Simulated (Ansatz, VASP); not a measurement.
**Ba in VASP and in Ansatz**

```xyz
2
Lattice="4.3343 0.0000 0.0000 -2.1672 3.7536 0.0000 0.0000 0.0000 7.0892" Properties=species:S:1:pos:R:3 pbc="T T T"
Ba    0.0000    2.5024    1.7723
Ba    2.1672    1.2512    5.3169
```

Alike in both runs: functional PBEsol; k mesh 12 × 12 × 6; occupations gaussian, width 0.1 eV; no spin polarisation.

Ansatz relaxed the structure, and its values are those at the end. VASP's run is a single point on that final structure, the one shown.

|  | VASP | Ansatz |
| --- | --- | --- |
| version | VASP 6.6.1 | Ansatz 0.2.0 |
| potentials or method | VASP PAW PBE potentials, release 64 (Ba_sv), cutoff 500 eV | scalar-relativistic, plane waves, PAW |
| valence electrons in the cell | 20 | 20 |

|  | VASP | Ansatz | Ansatz less VASP |
| --- | --- | --- | --- |
| gap on the k mesh at the Fermi level (eV) | none | none | - |
| pressure (GPa) | 0.1 | 0.0 | -0.09 |

VASP's potentials were made for PBE, not for PBEsol. A gap of «none» marks a metal or a gap that the smearing closes.

Neither program's run includes spin-orbit coupling.
